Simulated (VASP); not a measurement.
# Hf (P6_3/mmc) in VASP: single point with LDA

Aim: the single point of Hf with LDA.

Program: VASP 6.6.1. These are calculated values, not measurements. Logs are shortened: lines on timing, memory, paths and dates and some standing lists are left out, and cuts for length are marked.

## 1. The cell of the first run

Symmetry: P6_3/mmc, No. 194, hexagonal system. Conventional cell: a = 3.119 Å, b = 3.119 Å, c = 4.942 Å, α = 90.00°, β = 90.00°, γ = 120.00°. Hf (site symmetry -6m2) has 12 Hf at 3.06 to 3.12 Å within 4.0 Å.

## 2. Single point, LDA

Input file INCAR:

```
PREC = Accurate
ENCUT = 520
EDIFF = 1E-6
ISMEAR = -1
SIGMA = 0.05
LREAL = F
LASPH = T
NELM = 80
ALGO = Normal
ISIF = 2
LWAVE = F
LCHARG = F
GGA = CA
NBANDS = 28
```

Input file KPOINTS:

```
Automatic mesh
0
Gamma
  12 8 7
```

Input file POSCAR:

```
Hf
1.0
   -1.5595069758      2.7011453168      0.0000000000
    0.0000000000      0.0000000000      4.9418267774
    4.6785209273      2.7011453168      0.0000000000
Hf
4
Direct
    0.5000000000      0.2500000000      0.1666666670
    0.0000000000      0.2500000000      0.6666666670
    0.0000000000      0.7500000000      0.3333333330
    0.5000000000      0.7500000000      0.8333333330
```

Potentials or basis: VASP PAW LDA potentials, release 64 (Hf_pv).

On the command line:

```bash
$ cat potpaw_LDA.64/Hf_pv/POTCAR > POTCAR
$ mpirun -np 1 vasp_std > vasp.out
```

OUTCAR:

```text
PREC = Accurate
   ENCUT = 520
   EDIFF = 1E-6
   ISMEAR = -1
   LREAL = F
   LASPH = T
   NELM = 80
   ISIF = 2
   GGA = CA

 ion  position               nearest neighbor table
   1  0.500  0.250  0.167-   3 3.06   3 3.06   3 3.06   3 3.06   4 3.06   4 3.06   2 3.12   2 3.12
                             2 3.12   2 3.12
   2  0.000  0.250  0.667-   4 3.06   4 3.06   4 3.06   4 3.06   3 3.06   3 3.06   1 3.12   1 3.12
                             1 3.12   1 3.12
   3  0.000  0.750  0.333-   1 3.06   1 3.06   1 3.06   1 3.06   2 3.06   2 3.06   4 3.12   4 3.12
                             4 3.12   4 3.12
   4  0.500  0.750  0.833-   2 3.06   2 3.06   2 3.06   2 3.06   1 3.06   1 3.06   3 3.12   3 3.12
                             3 3.12   3 3.12

  LATTYP: Found a simple orthorhombic cell.
 ALAT       =     3.1190139516
 B/A-ratio  =     1.5844195807
 C/A-ratio  =     1.7320508076

  Lattice vectors:

 A1 = (  -1.5595069758,   2.7011453168,   0.0000000000)
 A2 = (   0.0000000000,   0.0000000000,   4.9418267774)
 A3 = (   4.6785209273,   2.7011453168,   0.0000000000)

Analysis of symmetry for initial positions (statically):
=====================================================================
 Subroutine PRICEL returns following result:

  LATTYP: Found a hexagonal cell.
 ALAT       =     3.1190139515
 C/A-ratio  =     1.5844195807

  Lattice vectors:

 A1 = (   1.5595069758,   2.7011453168,   0.0000000000)
 A2 = (  -3.1190139515,   0.0000000000,   0.0000000000)
 A3 = (   0.0000000000,   0.0000000000,   4.9418267774)

   2 primitive cells build up your supercell.

 Routine SETGRP: Setting up the symmetry group for a
 simple orthorhombic supercell.

 Subroutine GETGRP returns: Found  8 space group operations
 (whereof  4 operations were pure point group operations)
 out of a pool of  8 trial point group operations.

The static configuration has the point symmetry C_2h.
 The point group associated with its full space group is D_2h.

Analysis of symmetry for dynamics (positions and initial velocities):
=====================================================================
 Subroutine PRICEL returns following result:

  LATTYP: Found a hexagonal cell.
 ALAT       =     3.1190139515
 C/A-ratio  =     1.5844195807

  Lattice vectors:

 A1 = (   1.5595069758,   2.7011453168,   0.0000000000)
 A2 = (  -3.1190139515,   0.0000000000,   0.0000000000)
 A3 = (   0.0000000000,   0.0000000000,   4.9418267774)

   2 primitive cells build up your supercell.

 Routine SETGRP: Setting up the symmetry group for a
 simple orthorhombic supercell.

 Subroutine GETGRP returns: Found  8 space group operations
 (whereof  4 operations were pure point group operations)
 out of a pool of  8 trial point group operations.

The dynamic configuration has the point symmetry C_2h.
 The point group associated with its full space group is D_2h.

 Subroutine INISYM returns: Found  8 space group operations
 (whereof  4 operations are pure point group operations),
 and found     2 'primitive' translations

----------------------------------------------------------------------------------------

                                     Primitive cell

  volume of cell :      41.6344

  direct lattice vectors                    reciprocal lattice vectors
     1.559506976  2.701145317  0.000000000     0.000000000  0.370213329  0.000000000
    -3.119013952  0.000000000  0.000000000    -0.320614148  0.185106665  0.000000000
     0.000000000  0.000000000  4.941826777     0.000000000  0.000000000  0.202354321

  length of vectors
     3.119013952  3.119013952  4.941826777     0.370213329  0.370213329  0.202354321

  position of ions in fractional coordinates (direct lattice)
     0.666666667  0.333333333  0.250000000
     0.333333333  0.666666667  0.750000000

  ion indices of the primitive-cell ions
   primitive index   ion index
                 1           1
                 2           4

----------------------------------------------------------------------------------------

 KPOINTS: Automatic mesh

Automatic generation of k-mesh.
 Grid dimensions read from file:
 generate k-points for:   12    8    7

 Generating k-lattice:

  Cartesian coordinates                     Fractional coordinates (reciprocal lattice)
    -0.013358923  0.023138333  0.000000000     0.083333333  0.000000000  0.000000000
     0.000000000  0.000000000  0.025294290     0.000000000  0.125000000  0.000000000
     0.022901011  0.013221905  0.000000000     0.000000000  0.000000000  0.142857143

  Length of vectors
     0.026717846  0.025294290  0.026443809

  Shift w.r.t. Gamma in fractional coordinates (k-lattice)
     0.000000000  0.000000000  0.000000000

 Subroutine IBZKPT returns following result:
 ===========================================

 Found    140 irreducible k-points:

 Following reciprocal coordinates:
            Coordinates               Weight
  0.000000  0.000000  0.000000      1.000000
  0.083333  0.000000  0.000000      2.000000
  0.166667  0.000000 -0.000000      2.000000
  0.250000  0.000000  0.000000      2.000000
  0.333333  0.000000 -0.000000      2.000000
  0.416667  0.000000  0.000000      2.000000
[... 16 lines left out ...]
  0.083333  0.375000  0.000000      4.000000
  0.166667  0.375000 -0.000000      4.000000
 [... further k-points ...]
   k-points           NKPTS =    140   k-points in BZ     NKDIM =    140   number of bands    NBANDS=     28
   number of dos      NEDOS =    301   number of ions     NIONS =      4
   total plane-waves  NPLWV =  38400
   dimension x,y,z NGX =    24 NGY =   40 NGZ =   40
   dimension x,y,z NGXF=    48 NGYF=   80 NGZF=   80
   ions per type =               4
   NGX,Y,Z   is equivalent  to a cutoff of  12.79, 13.46, 12.31 a.u.
   NGXF,Y,Z  is equivalent  to a cutoff of  25.58, 26.91, 24.62 a.u.
 SYSTEM =  unknown system
   PREC   = accura    normal or accurate (medium, high low for compatibility)
   ISTART =      0    job   : 0-new  1-cont  2-samecut
   ICHARG =      2    charge: 1-file 2-atom 10-const
   ISPIN  =      1    spin polarized calculation?
   LNONCOLLINEAR =      F non collinear calculations
   LSORBIT =      F    spin-orbit coupling
   LASPH  =      T    aspherical Exc in radial PAW
   ENCUT  =  520.0 eV  38.22 Ry    6.18 a.u.   5.80  9.19 10.04*2*pi/ulx,y,z
   NELM   =     80;   NELMIN=  2; NELMDL= -5     # of ELM steps
   EDIFF  = 0.1E-05   stopping-criterion for ELM
   LREAL  =      F    real-space projection
   EDIFFG = 0.1E-04   stopping-criterion for IOM
   NSW    =      0    number of steps for IOM
   IBRION =     -1    ionic relax: 0-MD 1-quasi-New 2-CG
   NFREE  =      0    steps in history (QN), initial steepest desc. (CG)
   ISIF   =      2    stress and relaxation
   ISYM   =      2    0-nonsym 1-usesym 2-fastsym
   POTIM  = 0.5000    time-step for ionic-motion
   TEBEG  =    0.0;   TEEND  =   0.0 temperature during run
   PSTRESS=    0.0 pullay stress
   NELECT =      40.0000    total number of electrons
   NUPDOWN=      -1.0000    fix difference up-down
   EMIN   =  10.00;   EMAX   =-10.00  energy-range for DOS
   EFERMI =   0.00;   METHOD = LEGACY
   ISMEAR =    -1;   SIGMA  =   0.05  broadening in eV -4-tet -1-fermi 0-gaus
   EFERMI_NEDOS =   21; number of points for ismear=-14 and -15
   IALGO  =     38    algorithm
   IMIX   =      4    mixing-type and parameters
     AMIX     =   0.40;   BMIX     =  1.00
     AMIX_MAG =   1.60;   BMIX_MAG =  1.00
  volume/ion in A,a.u.               =      20.82       140.48
  Fermi-wavevector in a.u.,A,eV,Ry     =   1.282135  2.422885 22.366226  1.643871
  Thomas-Fermi vector in A             =   2.414465
   LORBIT       =      0    0 simple, 1 ext, 2 COOP (PROOUT), +10 PAW based schemes
   GGA     = CA    functional components
   LHFCALC =     F    Hartree Fock is set to
   AEXX    =    0.0000 exact exchange contribution
   IVDW    =     0    specifies the selected vdW correction
   LEPSILON=     F    determine dielectric tensor
   LRPA    =     F    only Hartree local field effects (RPA)
 non-spin polarized calculation
  energy-cutoff  :      520.00
  volume of cell :       83.27
 maximum number of plane-waves:      2274
 NGX is ok and might be reduce to    24
   NGX = 11   NGY = 19   NGZ = 21

 number of electron      39.9999999 magnetization

 Free energy of the ion-electron system (eV)
  ---------------------------------------------------
  ext. energy  EPLUGINS =         0.00000000
  ---------------------------------------------------
  free energy    TOTEN  =       -42.79185462 eV

  energy without entropy =      -42.76565837  energy(sigma->0) =      -42.77875650

 E-fermi :   5.3171     XC(G=0): -11.8026

 val. band max:        5.3162611408   @ k =   0.0000   0.3750   0.0000
 cond. band min:       5.3227355929   @ k =   0.4167   0.5000   0.0000
 fundamental gap:      0.0064744521
 Fermi energy:         5.3171434043

 k-point     1 :       0.0000    0.0000    0.0000
  band No.  band energies     occupation
      1     -25.5985      2.00000
      2     -25.3907      2.00000
      3     -25.1997      2.00000
      4     -25.1241      2.00000
      5     -24.8702      2.00000
      6     -24.7624      2.00000
[... 20 lines left out ...]
     27       7.3246      0.00000
     28       8.0146      0.00000

 k-point     2 :       0.0833    0.0000    0.0000
  band No.  band energies     occupation
      1     -25.5811      2.00000
      2     -25.3762      2.00000
      3     -25.1862      2.00000
      4     -25.1103      2.00000
      5     -24.8978      2.00000
      6     -24.7729      2.00000
[... 20 lines left out ...]
     27       7.4837      0.00000
     28       7.7651      0.00000

 k-point     3 :       0.1667    0.0000   -0.0000
  band No.  band energies     occupation
      1     -25.5305      2.00000
      2     -25.3357      2.00000
      3     -25.1483      2.00000
      4     -25.0705      2.00000
      5     -24.9696      2.00000
      6     -24.8046      2.00000
[... 616 lines left out ...]
      3     -25.2701      2.00000
      4     -24.8864      2.00000
      5     -24.8628      2.00000
      6     -24.7649      2.00000
[... 20 lines left out ...]
     27       7.5415      0.00000
     28       9.0702      0.00000

 k-point    24 :       0.1667    0.3750   -0.0000
  band No.  band energies     occupation
      1     -25.4349      2.00000
      2     -25.3658      2.00000
      3     -25.2656      2.00000
      4     -24.9816      2.00000
      5     -24.9220      2.00000
      6     -24.8620      2.00000
[... 20 lines left out ...]
     27       7.6519      0.00000
     28       8.8184      0.00000

 [... further k-points ...]

------------------------ aborting loop because EDIFF is reached ----------------------------------------

  FORCE on cell =-STRESS in cart. coord.  units (eV):
  Direction    XX          YY          ZZ          XY          YZ          ZX
  --------------------------------------------------------------------------------------
  -------------------------------------------------------------------------------------
  Total        0.0543667      0.0749336      0.0970826     -0.0178114      0.0000000     -0.0000000
  in kB        1.0460704      1.4417976      1.8679667     -0.3427098      0.0000000     -0.0000000
  external PRESSURE =       1.4519449 kB  Pullay stress =       0.0000000 kB

 VOLUME and BASIS-vectors are now :
 -----------------------------------------------------------------------------
  energy-cutoff  :      520.00
  volume of cell :       83.27
      direct lattice vectors                 reciprocal lattice vectors
    -1.559506976  2.701145317  0.000000000    -0.160307074  0.277659997  0.000000000
     0.000000000  0.000000000  4.941826777     0.000000000  0.000000000  0.202354321
     4.678520927  2.701145317  0.000000000     0.160307074  0.092553332  0.000000000

 POSITION                                       TOTAL-FORCE (eV/Angst)
 -----------------------------------------------------------------------------------
      0.00000      1.80076      1.23546        -0.000411     -0.000237     -0.000000
      3.11901      1.80076      1.23546        -0.000411     -0.000237      0.000000
      1.55951      0.90038      3.70637         0.000411      0.000237     -0.000000
      3.11901      3.60153      3.70637         0.000411      0.000237      0.000000
 -----------------------------------------------------------------------------------
    total drift:                                0.000000      0.000000     -0.000000

  FREE ENERGIE OF THE ION-ELECTRON SYSTEM (eV)
  ---------------------------------------------------
  free  energy   TOTEN  =       -42.7918546188 eV

  energy  without entropy=      -42.7656583732  energy(sigma->0) =      -42.77875650
```

Run time: 1.9 min. Hardware: 1 thread of Intel Xeon Platinum 8488C (Sapphire Rapids), shared host; peak memory 0.34 GiB.

Results:

| Item | Value |
| --- | --- |
| Free energy | -42.7919 eV |
| Pressure | 0.1 GPa |
| Band gap on the k mesh | zero (bands 20 and 21 overlap by 1.27 eV) |

Levels at points of the mesh, in eV from the Fermi level:
| k point | band 17 | band 18 | band 19 | band 20 | band 21 | band 22 | band 23 | band 24 |
| --- | --- | --- | --- | --- | --- | --- | --- | --- |
| (0.00, 0.00, 0.00) | -2.47 | -0.57 | 0.70 | 0.95 | 1.06 | 1.12 | 1.12 | 1.41 |
| (0.50, 0.00, 0.00) | -1.66 | -1.66 | -1.47 | -1.47 | 0.21 | 0.21 | 1.02 | 1.02 |
| (0.00, 0.50, 0.00) | -1.16 | -1.16 | 0.10 | 0.10 | 1.00 | 1.00 | 1.00 | 1.00 |
| (0.50, 0.50, 0.00) | -0.84 | -0.84 | -0.84 | -0.84 | -0.10 | -0.10 | -0.10 | -0.10 |

Caveat: spin-orbit coupling is left out, which moves the levels of the heavy elements.
